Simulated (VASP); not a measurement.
# Cd (I4/mmm) in VASP: a series of runs

Runs on Cd. Level: r2SCAN. Tasks: single point.

All numbers are computed with VASP 6.6.1; they aren't measurements. Logs are shortened: lines on timing, memory, paths and dates and some standing lists are left out, and cuts for length are marked.

## 1. The cell of the first run

The structure is tetragonal, space group I4/mmm (No. 139). Conventional cell: a = 3.586 Å, b = 3.586 Å, c = 3.569 Å, α = 90.00°, β = 90.00°, γ = 90.00°. Cd (site symmetry 4/mmm) has 14 Cd at 3.10 to 3.59 Å within 4.1 Å.

This isn't the form of Cd at room conditions, which is hcp.

## 2. Single point, r2SCAN (strain +0.0050 x Voigt [1, 1, 0, 0, 0, 0])

The input, POSCAR:

```
Cd
1.0
   -1.7932436100      1.7932436100      1.7843220000
    1.7932436100     -1.7932436100      1.7843220000
    1.7932436100      1.7932436100     -1.7843220000
Cd
1
Direct
    0.0000000000      0.0000000000      0.0000000000
```

The input, INCAR.step1:

```
ALGO = Normal
EDIFF = 1E-4
ENCUT = 520
GGA = PE
ISMEAR = 0
LASPH = T
LCHARG = F
LREAL = F
LWAVE = T
NBANDS = 12
NELM = 100
PREC = Accurate
SIGMA = 0.15
```

The input, INCAR.step2:

```
ALGO = Normal
EDIFF = 1E-6
ENCUT = 520
ISIF = 2
ISMEAR = 0
ISTART = 1
LASPH = T
LCHARG = F
LMIXTAU = T
LREAL = F
LWAVE = F
METAGGA = R2SCAN
NBANDS = 12
NELM = 100
PREC = Accurate
SIGMA = 0.15
```

The input, KPOINTS:

```
k-points
0
Gamma
  18 18 18
```

Potentials or basis: VASP PAW PBE potentials, release 64 (Cd).

On the command line:

```console
> cat potpaw_PBE.64/Cd/POTCAR > POTCAR
> cp INCAR.step1 INCAR
> mpirun -np 1 vasp_std > vasp.out
> cp INCAR.step2 INCAR
> mpirun -np 1 vasp_std > vasp.out
```

OUTCAR:

```text
EDIFF = 1E-6
   ENCUT = 520
   ISIF = 2
   ISMEAR = 0
   ISTART = 1
   LASPH = T
   LREAL = F
   METAGGA = R2SCAN
   NELM = 100
   PREC = Accurate

 ion  position               nearest neighbor table
   1  0.000  0.000  0.000-

  LATTYP: Found a body centered tetragonal cell.
 ALAT       =     3.5864872200
 C/A-ratio  =     0.9950248756

  Lattice vectors:

 A1 = (  -1.7932436100,   1.7932436100,   1.7843220000)
 A2 = (   1.7932436100,  -1.7932436100,   1.7843220000)
 A3 = (   1.7932436100,   1.7932436100,  -1.7843220000)

Analysis of symmetry for initial positions (statically):
=====================================================================
 Subroutine PRICEL returns:
 Original cell was already a primitive cell.

 Routine SETGRP: Setting up the symmetry group for a
 body centered tetragonal supercell.

 Subroutine GETGRP returns: Found 16 space group operations
 (whereof 16 operations were pure point group operations)
 out of a pool of 16 trial point group operations.

The static configuration has the point symmetry D_4h.

Analysis of symmetry for dynamics (positions and initial velocities):
=====================================================================
 Subroutine PRICEL returns:
 Original cell was already a primitive cell.

 Routine SETGRP: Setting up the symmetry group for a
 body centered tetragonal supercell.

 Subroutine GETGRP returns: Found 16 space group operations
 (whereof 16 operations were pure point group operations)
 out of a pool of 16 trial point group operations.

The dynamic configuration has the point symmetry D_4h.

 Subroutine INISYM returns: Found 16 space group operations
 (whereof 16 operations are pure point group operations),
 and found     1 'primitive' translations

----------------------------------------------------------------------------------------

                                     Primitive cell

  volume of cell :      22.9515

  direct lattice vectors                    reciprocal lattice vectors
    -1.793243610  1.793243610  1.784322000     0.000000000  0.278824359  0.280218481
     1.793243610 -1.793243610  1.784322000     0.278824359  0.000000000  0.280218481
     1.793243610  1.793243610 -1.784322000     0.278824359  0.278824359  0.000000000

  length of vectors
     3.100846705  3.100846705  3.100846705     0.395304212  0.395304212  0.394317190

  position of ions in fractional coordinates (direct lattice)
     0.000000000  0.000000000  0.000000000

  ion indices of the primitive-cell ions
   primitive index   ion index
                 1           1

----------------------------------------------------------------------------------------

 KPOINTS: k-points

Automatic generation of k-mesh.
 Grid dimensions read from file:
 generate k-points for:   18   18   18

 Generating k-lattice:

  Cartesian coordinates                     Fractional coordinates (reciprocal lattice)
     0.000000000  0.015490242  0.015567693     0.055555556  0.000000000  0.000000000
     0.015490242  0.000000000  0.015567693     0.000000000  0.055555556  0.000000000
     0.015490242  0.015490242  0.000000000     0.000000000  0.000000000  0.055555556

  Length of vectors
     0.021961345  0.021961345  0.021906511

  Shift w.r.t. Gamma in fractional coordinates (k-lattice)
     0.000000000  0.000000000  0.000000000

 Subroutine IBZKPT returns following result:
 ===========================================

 Found    480 irreducible k-points:

 Following reciprocal coordinates:
            Coordinates               Weight
  0.000000  0.000000  0.000000      1.000000
  0.055556  0.000000 -0.000000      8.000000
  0.111111  0.000000 -0.000000      8.000000
  0.166667  0.000000 -0.000000      8.000000
  0.222222  0.000000 -0.000000      8.000000
  0.277778  0.000000 -0.000000      8.000000
[... 16 lines left out ...]
 -0.277778  0.055556  0.000000     16.000000
 -0.222222  0.055556  0.000000     16.000000
 [... further k-points ...]
   k-points           NKPTS =    480   k-points in BZ     NKDIM =    480   number of bands    NBANDS=     12
   number of dos      NEDOS =    301   number of ions     NIONS =      1
   total plane-waves  NPLWV =  13824
   dimension x,y,z NGX =    24 NGY =   24 NGZ =   24
   dimension x,y,z NGXF=    48 NGYF=   48 NGZF=   48
   ions per type =               1
   NGX,Y,Z   is equivalent  to a cutoff of  12.87, 12.87, 12.87 a.u.
   NGXF,Y,Z  is equivalent  to a cutoff of  25.73, 25.73, 25.73 a.u.
 SYSTEM =  unknown system
   PREC   = accura    normal or accurate (medium, high low for compatibility)
   ISTART =      1    job   : 0-new  1-cont  2-samecut
   ICHARG =      0    charge: 1-file 2-atom 10-const
   ISPIN  =      1    spin polarized calculation?
   LNONCOLLINEAR =      F non collinear calculations
   LSORBIT =      F    spin-orbit coupling
   LASPH  =      T    aspherical Exc in radial PAW
   ENCUT  =  520.0 eV  38.22 Ry    6.18 a.u.   5.77  5.77  5.77*2*pi/ulx,y,z
   NELM   =    100;   NELMIN=  2; NELMDL=  0     # of ELM steps
   EDIFF  = 0.1E-05   stopping-criterion for ELM
   LREAL  =      F    real-space projection
   EDIFFG = 0.1E-04   stopping-criterion for IOM
   NSW    =      0    number of steps for IOM
   IBRION =     -1    ionic relax: 0-MD 1-quasi-New 2-CG
   NFREE  =      0    steps in history (QN), initial steepest desc. (CG)
   ISIF   =      2    stress and relaxation
   ISYM   =      2    0-nonsym 1-usesym 2-fastsym
   POTIM  = 0.5000    time-step for ionic-motion
   TEBEG  =    0.0;   TEEND  =   0.0 temperature during run
   PSTRESS=    0.0 pullay stress
   NELECT =      12.0000    total number of electrons
   NUPDOWN=      -1.0000    fix difference up-down
   EMIN   =  10.00;   EMAX   =-10.00  energy-range for DOS
   EFERMI =   0.00;   METHOD = LEGACY
   ISMEAR =     0;   SIGMA  =   0.15  broadening in eV -4-tet -1-fermi 0-gaus
   EFERMI_NEDOS =   21; number of points for ismear=-14 and -15
   IALGO  =     38    algorithm
   IMIX   =      4    mixing-type and parameters
     AMIX     =   0.40;   BMIX     =  1.00
     AMIX_MAG =   1.60;   BMIX_MAG =  1.00
  volume/ion in A,a.u.               =      22.95       154.88
  Fermi-wavevector in a.u.,A,eV,Ry     =   1.318858  2.492280 23.665782  1.739386
  Thomas-Fermi vector in A             =   2.448798
   LORBIT       =      0    0 simple, 1 ext, 2 COOP (PROOUT), +10 PAW based schemes
   METAGGA = R2SCAN    functional components
   LHFCALC =     F    Hartree Fock is set to
   AEXX    =    0.0000 exact exchange contribution
   IVDW    =     0    specifies the selected vdW correction
   LEPSILON=     F    determine dielectric tensor
   LRPA    =     F    only Hartree local field effects (RPA)
 non-spin polarized calculation
 Gauss-broadening in eV      SIGMA  =   0.15
  energy-cutoff  :      520.00
  volume of cell :       22.95
 maximum number of plane-waves:       634
   NGX = 11   NGY = 11   NGZ = 11

 number of electron      12.0000008 magnetization

 Free energy of the ion-electron system (eV)
  ---------------------------------------------------
  ext. energy  EPLUGINS =         0.00000000
  ---------------------------------------------------
  free energy    TOTEN  =       -20.01071505 eV

  energy without entropy =      -20.00608010  energy(sigma->0) =      -20.00839757

 E-fermi :   2.5397     XC(G=0): -11.4817

 val. band max:        2.5365192697   @ k =   0.3333   0.3333   0.1667
 cond. band min:       2.5462719115   @ k =  -0.2778  -0.3889   0.0556
 fundamental gap:      0.0097526418
 Fermi energy:         2.5397150002

 k-point     1 :       0.0000    0.0000    0.0000
  band No.  band energies     occupation
      1      -7.0927      2.00000
      2      -7.0826      2.00000
      3      -7.0826      2.00000
      4      -6.4876      2.00000
      5      -6.4784      2.00000
      6      -6.3105      2.00000
      7      18.4817      0.00000
      8      18.4818      0.00000
      9      18.5683      0.00000
     10      19.0269      0.00000
     11      19.0270      0.00000
     12      19.0947      0.00000

 k-point     2 :       0.0556    0.0000   -0.0000
  band No.  band energies     occupation
      1      -7.0978      2.00000
      2      -7.0792      2.00000
      3      -7.0594      2.00000
      4      -6.4930      2.00000
      5      -6.4832      2.00000
      6      -6.2249      2.00000
      7      17.4715      0.00000
      8      18.1691      0.00000
      9      18.3092      0.00000
     10      18.4706      0.00000
     11      18.6253      0.00000
     12      18.9179      0.00000

 k-point     3 :       0.1111    0.0000   -0.0000
  band No.  band energies     occupation
      1      -7.1245      2.00000
      2      -7.0791      2.00000
      3      -6.9796      2.00000
      4      -6.5205      2.00000
      5      -6.4833      2.00000
      6      -5.9587      2.00000
      7      15.2665      0.00000
      8      17.1679      0.00000
      9      17.3257      0.00000
     10      17.9682      0.00000
     11      18.2375      0.00000
     12      19.1642      0.00000
[... 286 lines left out ...]
 k-point    23 :      -0.2778    0.0556    0.0000
  band No.  band energies     occupation
      1      -7.2372      2.00000
      2      -7.1792      2.00000
      3      -6.6254      2.00000
      4      -6.5738      2.00000
      5      -6.4792      2.00000
      6      -4.3991      2.00000
      7       9.6378      0.00000
      8      13.5127      0.00000
      9      14.5482      0.00000
     10      17.3180      0.00000
     11      18.3524      0.00000
     12      20.4424      0.00000

 k-point    24 :      -0.2222    0.0556    0.0000
  band No.  band energies     occupation
      1      -7.1849      2.00000
      2      -7.1172      2.00000
      3      -6.7828      2.00000
      4      -6.5684      2.00000
      5      -6.4843      2.00000
      6      -5.1333      2.00000
      7      11.8603      0.00000
      8      14.3770      0.00000
      9      15.4664      0.00000
     10      17.6727      0.00000
     11      18.7309      0.00000
     12      19.7091      0.00000

 [... further k-points ...]
[... 5 lines left out ...]
  --------------------------------------------------------------------------------------
  -------------------------------------------------------------------------------------
  Total       -0.1970688     -0.1970688     -0.2245065      0.0000000      0.0000000      0.0000000
  in kB      -13.7567787    -13.7567787    -15.6721204      0.0000000      0.0000000      0.0000000
  external PRESSURE =     -14.3952259 kB  Pullay stress =       0.0000000 kB

 VOLUME and BASIS-vectors are now :
 -----------------------------------------------------------------------------
  energy-cutoff  :      520.00
  volume of cell :       22.95
      direct lattice vectors                 reciprocal lattice vectors
    -1.793243610  1.793243610  1.784322000     0.000000000  0.278824359  0.280218481
     1.793243610 -1.793243610  1.784322000     0.278824359  0.000000000  0.280218481
     1.793243610  1.793243610 -1.784322000     0.278824359  0.278824359  0.000000000

 POSITION                                       TOTAL-FORCE (eV/Angst)
 -----------------------------------------------------------------------------------
      0.00000      0.00000      0.00000        -0.000000      0.000000      0.000000
 -----------------------------------------------------------------------------------
    total drift:                                0.000000      0.000000      0.000000

  FREE ENERGIE OF THE ION-ELECTRON SYSTEM (eV)
  ---------------------------------------------------
  free  energy   TOTEN  =       -20.0107150475 eV

  energy  without entropy=      -20.0060801006  energy(sigma->0) =      -20.00839757
```

Wall time 86 s (1 thread of Intel Xeon 6975P-C (Granite Rapids), shared host); peak memory 0.24 GiB.

What came out:

```yaml
Free_energy: -20.0107 eV
Pressure: -1.4 GPa
Band_gap_on_the_k_mesh: zero (bands 6 and 7 overlap by 4.54 eV)
```

Caveat: the cell differs from its parent crystal (strain +0.0050 x Voigt [1, 1, 0, 0, 0, 0]); the PAW data sets were made with another functional, which shifts forces and pressure a little.

## 3. Single point, r2SCAN (strain +0.0150 x Voigt [1, 1, 0, 0, 0, 0])

The input, POSCAR:

```
Cd
1.0
   -1.8110868300      1.8110868300      1.7843220000
    1.8110868300     -1.8110868300      1.7843220000
    1.8110868300      1.8110868300     -1.7843220000
Cd
1
Direct
    0.0000000000      0.0000000000      0.0000000000
```

The input, INCAR.step1:

```
  PREC = Accurate
  ENCUT = 520
  ISMEAR = 0
  SIGMA = 0.15
  LREAL = False
  LASPH = True
  NELM = 80
  NBANDS = 12
  GGA = PE
  ALGO = Normal
  EDIFF = 1E-4
  LWAVE = True
  LCHARG = False
```

The input, INCAR.step2:

```
  PREC = Accurate
  ENCUT = 520
  EDIFF = 1E-7
  ISMEAR = 0
  SIGMA = 0.15
  LREAL = False
  LASPH = True
  NELM = 80
  ALGO = Normal
  ISIF = 2
  LWAVE = False
  LCHARG = False
  METAGGA = R2SCAN
  LMIXTAU = True
  NBANDS = 12
  ISTART = 1
```

The input, KPOINTS:

```
Automatic mesh
0
Gamma
  18 18 18
```

Potentials or basis: VASP PAW PBE potentials, release 64 (Cd).

On the command line:

```console
> cat potpaw_PBE.64/Cd/POTCAR > POTCAR
> cp INCAR.step1 INCAR
> mpirun -np 1 vasp_std > vasp.out
> cp INCAR.step2 INCAR
> mpirun -np 1 vasp_std > vasp.out
```

Wall time 1.9 min (1 thread of Intel Xeon 6975P-C (Granite Rapids), shared host); peak memory 0.24 GiB.

Results (log left out):

```
Free energy            : -20.0061 eV
Pressure               : -2.1 GPa
Band gap on the k mesh : zero (bands 6 and 7 overlap by 4.54 eV)
```

Stress tensor (GPa, compression positive):
```
-1.89  0.00  0.00
 0.00 -1.89  0.00
 0.00  0.00 -2.53
```

Levels at points of the mesh, in eV from the Fermi level:
| k point | band 2 | band 3 | band 4 | band 5 | band 6 | band 7 | band 8 | band 9 | band 10 | band 11 |
| --- | --- | --- | --- | --- | --- | --- | --- | --- | --- | --- |
| (0.00, 0.00, 0.00) | -9.56 | -9.56 | -9.00 | -8.98 | -8.69 | 15.73 | 15.73 | 16.04 | 16.22 | 16.22 |
| (0.50, 0.00, 0.00) | -9.87 | -9.01 | -8.96 | -8.60 | -1.97 | -0.97 | 9.35 | 10.16 | 13.51 | 14.11 |
| (0.50, 0.50, 0.00) | -9.84 | -9.04 | -8.98 | -8.61 | -2.03 | -1.11 | 9.63 | 10.45 | 13.78 | 14.39 |
| (0.50, 0.50, 0.50) | -10.00 | -8.70 | -8.70 | -8.69 | 3.42 | 3.42 | 3.80 | 5.58 | 7.88 | 8.10 |

Caveat: the cell differs from its parent crystal (strain +0.0150 x Voigt [1, 1, 0, 0, 0, 0]); the PAW data sets were made with another functional, which shifts forces and pressure a little.
